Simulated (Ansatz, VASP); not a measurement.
Ag: VASP beside Ansatz

Contents of INCAR:

```
SYSTEM = Ag
ALGO = Normal ; EDIFF = 1E-7
ENCUT = 520 ; GGA = PS
ISIF = 2 ; ISMEAR = 0
LASPH = .TRUE. ; LCHARG = .FALSE.
LREAL = .FALSE. ; LWAVE = .FALSE.
NBANDS = 12 ; NELM = 60
PREC = Accurate ; SIGMA = 0.15
```

File KPOINTS:

```
k-points
0
G
  20 20 20
  0 0 0
```

The input POSCAR:

```
Ag
1.0
    0.0000000000      2.1043930000      2.0431000000
    2.1043930000      0.0000000000      2.0431000000
    2.1043930000      2.1043930000      0.0000000000
Ag
1
Direct
    0.0000000000      0.0000000000      0.0000000000
```

Input for Ansatz:

```yaml
crystal:
  lattice:
    - [0.0, 2.104393, 2.0431]
    - [2.104393, 0.0, 2.0431]
    - [2.104393, 2.104393, 0.0]
  atoms:
    - { symbol: Ag, position: [0.0, 0.0, 0.0] }
basis:
  ecutwfc: 420
kpoints:
  mp_grid: { grid: [20, 20, 20] }
hamiltonian:
  xc: pbesol
scf:
  occupations: { method: gaussian, width: 0.15 }
output:
  forces: true
  stress: true
  eigenvalues: true
```

Change from the starting cell: strain +0.030 along x and y, +0.000 along z, atoms carried along.

Alike in both runs: task single point; functional PBEsol; k mesh 20 × 20 × 20; occupations gaussian, width 0.15 eV; no spin polarisation.

|  | VASP | Ansatz |
| --- | --- | --- |
| version | VASP 6.6.1 | Ansatz 0.2.0 |
| potentials or method | VASP PAW PBE potentials, release 64 (Ag), cutoff 520 eV | scalar-relativistic, plane waves, PAW |
| valence electrons in the cell | 11 | 19 |

|  | VASP | Ansatz | Ansatz less VASP |
| --- | --- | --- | --- |
| gap on the k mesh at the Fermi level (eV) | none | none | - |
| pressure (GPa) | -7.9 | -7.8 | +0.13 |
| traceless stress, the component that is largest in VASP (GPa) | 0.57 | 0.57 | +0.002 |

VASP's potentials were made for PBE, not for PBEsol. A gap of «none» marks a metal or a gap that the smearing closes. VASP's potentials hold 11 valence electrons a cell and Ansatz's 19, so a difference there can come from the potentials and not from the codes.
